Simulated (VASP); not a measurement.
Wanted: the native input for a VASP 6.6.1 run.

| Property | Result |
| --- | --- |
| Task | single point |
| Functional | PBE |
| Potentials or basis | VASP PAW PBE potentials, release 64 (Cd, Te) |
| Cutoff | 500 eV |
| k mesh | 6 × 6 × 6 |
| Occupations | gaussian, width 0.1 eV |
| Spin | no spin polarisation |
| Dipole correction | no |
| Further INCAR settings | ALGO = Normal; EDIFF = 1e-06; NBANDS = 16 |

The structure of CdTe lies in POSCAR:

```
CdTe
1.0
    0.0000000000      3.2405000000      3.2405000000
    3.2405000000      0.0000000000      3.2405000000
    3.2405000000      3.2405000000      0.0000000000
Cd Te
1 1
Direct
    0.0000000000      0.0000000000      0.0000000000
    0.2500000000      0.2500000000      0.2500000000
```

The input as run:

INCAR

```
  PREC = Accurate
  ENCUT = 500
  EDIFF = 1E-6
  ISMEAR = 0
  SIGMA = 0.1
  LREAL = F
  LASPH = T
  NELM = 120
  ALGO = Normal
  ISIF = 2
  LWAVE = F
  LCHARG = F
  GGA = PE
  NBANDS = 16
  GGA_COMPAT = F
```

KPOINTS

```
Automatic mesh
0
Gamma
  6 6 6
```

Potentials or basis: VASP PAW PBE potentials, release 64 (Cd, Te).

The run is started by

```bash
$ cat potpaw_PBE.64/Cd/POTCAR potpaw_PBE.64/Te/POTCAR > POTCAR
$ mpirun -np 1 vasp_std > vasp.out
```

It gave:

```yaml
Pressure: 2.7 GPa
Band_gap_on_the_k_mesh: 0.77 eV
```

Caveat: semilocal functionals underestimate gaps, and a narrow one can read as zero; spin-orbit coupling is left out, which moves the levels of the heavy elements.

Wall time 29 s on 1 thread of Intel Xeon 8259CL, on a shared host, peak memory 0.21 GiB.
